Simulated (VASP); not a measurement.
## BaTiO3: single point with PBE+U

The system is BaTiO3.

```
Ba Ti O
1.0
     4.00600    0.00000    0.00000
     0.00000    4.00600    0.00000
     0.00000    0.00000    4.00600
Ba Ti O
1 1 3
Cartesian
  2.0030 2.0030 2.0030
  0.0000 0.0000 0.0000
  2.0030 0.0000 0.0000
  0.0000 2.0030 0.0000
  0.0000 0.0000 2.0030
```

* Program: VASP 6.6.1
* Task: single point
* Functional: PBE
* Potentials or basis: VASP PAW PBE potentials, release 64 (Ba_sv, Ti_sv, O)
* Cutoff: 520 eV
* k mesh: 4 × 4 × 4
* Occupations: gaussian, width 0.01 eV
* Spin: no spin polarisation
* Hubbard terms: Ti d U = 4.0 eV
* Dipole correction: no
* Further INCAR settings: ALGO = Normal; EDIFF = 1e-07; NBANDS = 28

* Pressure: 6.6 GPa
* Band gap on the k mesh: 2.19 eV, indirect (least direct gap 2.38 eV)

Levels at points of the mesh, in eV from the valence-band top:
```tsv
k point	band 17	band 18	band 19	band 20	band 21	band 22	band 23	band 24
(0.00, 0.00, 0.00)	-1.10	-0.19	-0.19	-0.19	2.19	2.19	2.19	3.90
(0.50, 0.00, 0.00)	-1.74	-1.74	-0.79	-0.79	2.38	3.89	3.89	3.91
(0.50, 0.50, 0.00)	-1.88	-0.89	-0.89	-0.09	3.90	3.90	4.33	4.71
(0.50, 0.50, 0.50)	-2.32	0.00	0.00	0.00	4.57	4.57	4.57	6.64
```

Eigenvalues of the final occupation matrices:
```csv
site,spin,trace,eigenvalues
site 2 d,1,0.78,0.10 0.10 0.10 0.24 0.24
site 2 d,2,0.78,0.10 0.10 0.10 0.24 0.24
```

Run time: 20 s on 1 thread of Intel(R) Xeon(R) Platinum 8488C (Sapphire Rapids), with other jobs on the host, peak memory 0.17 GiB.

Caveat: spin-orbit coupling is left out, which moves the levels of the heavy elements. A k mesh can miss the band edges.
